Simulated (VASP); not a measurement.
A run of VASP 6.6.1 is set up as follows.

File INCAR:

```
PREC = Accurate ; ENCUT = 520
EDIFF = 1E-6 ; ISMEAR = -1
SIGMA = 0.05 ; LREAL = F
LASPH = T ; NELM = 80
ALGO = Normal ; ISIF = 2
LWAVE = F ; LCHARG = F
GGA = PE ; NBANDS = 12
```

KPOINTS

```
regular mesh
0
Gamma
  10 10 10
```

The input POSCAR:

```
Au
1.0
    0.0000000000      2.0074966285      2.0074966285
    2.0074966285      0.0000000000      2.0074966285
    2.0074966285      2.0074966285      0.0000000000
Au
1
Direct
    0.0000000000      0.0000000000      0.0000000000
```

Potentials or basis: VASP PAW PBE potentials, release 64 (Au).

Launch:

```sh
$ cat potpaw_PBE.64/Au/POTCAR > POTCAR
$ mpirun -np 1 vasp_std > vasp.out
```

Question: What does it give for the pressure?

Answer: 20.0 GPa.
